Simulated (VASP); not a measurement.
**Be: single point with PBE+D3(BJ)**

Crystal: Be.

```
CELL_PARAMETERS angstrom
2.21420 0.00000 0.00000
-1.10710 1.91755 0.00000
0.00000 0.00000 3.50011
ATOMIC_POSITIONS crystal
Be 0.30680 0.73915 0.25000
Be 0.69320 0.26085 0.75000
```

This cell differs from its parent crystal: atoms displaced along several vibrational modes.

| Quantity | Value |
| --- | --- |
| Program | VASP 6.6.1 |
| Task | single point |
| Functional | PBE |
| Dispersion | D3(BJ) |
| Potentials or basis | VASP PAW PBE potentials, release 64 (Be) |
| Cutoff | 520 eV |
| k mesh | 24 × 24 × 12 |
| Occupations | gaussian, width 0.15 eV |
| Spin | no spin polarisation |
| Dipole correction | no |
| Further INCAR settings | ALGO = Fast; EDIFF = 1e-06; NBANDS = 9 |

The pressure is 2.6 GPa, the largest force is 0.985 eV/Å and the band gap on the k mesh is zero (bands 2 and 3 overlap by 1.99 eV). The dispersion energy per atom is -0.379 eV.

Forces on the atoms (eV/Å):
```
Be   0.295 -0.940  0.000
Be  -0.295  0.940  0.000
```

Stress tensor (GPa, compression positive):
```
-7.03  8.98  0.00
 8.98  6.63  0.00
 0.00  0.00  8.30
```

Levels at points of the mesh, in eV from the Fermi level:
```
           k point  band 1  band 2  band 3  band 4  band 5  band 6  band 7
(0.00, 0.00, 0.00)  -11.85   -4.92    1.12   15.81   17.74   18.64   21.58
(0.50, 0.00, 0.00)   -5.16   -3.76    3.86    6.02    7.64   10.01   10.89
(0.00, 0.50, 0.00)   -4.69   -4.39    4.83    4.89    8.85    9.16   10.51
(0.50, 0.50, 0.00)   -5.92   -1.72    2.45    4.43    8.54    9.74   11.37
(0.00, 0.00, 0.50)   -9.65   -9.65   10.87   10.87   18.18   18.18   18.61
(0.50, 0.00, 0.50)   -4.10   -4.10    1.91    1.91   12.09   12.09   16.14
(0.00, 0.50, 0.50)   -4.20   -4.20    2.16    2.16   12.18   12.18   15.42
(0.50, 0.50, 0.50)   -3.34   -3.34    0.39    0.39   12.39   12.39   18.37
```

Wall time 3.6 min on 1 thread of Oxide Virtual Turin-like Processor (shared host), peak memory 0.3 GiB.

Caveat: the cell differs from its parent crystal (atoms displaced along several vibrational modes); the stress differs along the axes, from -7 to 8 GPa.
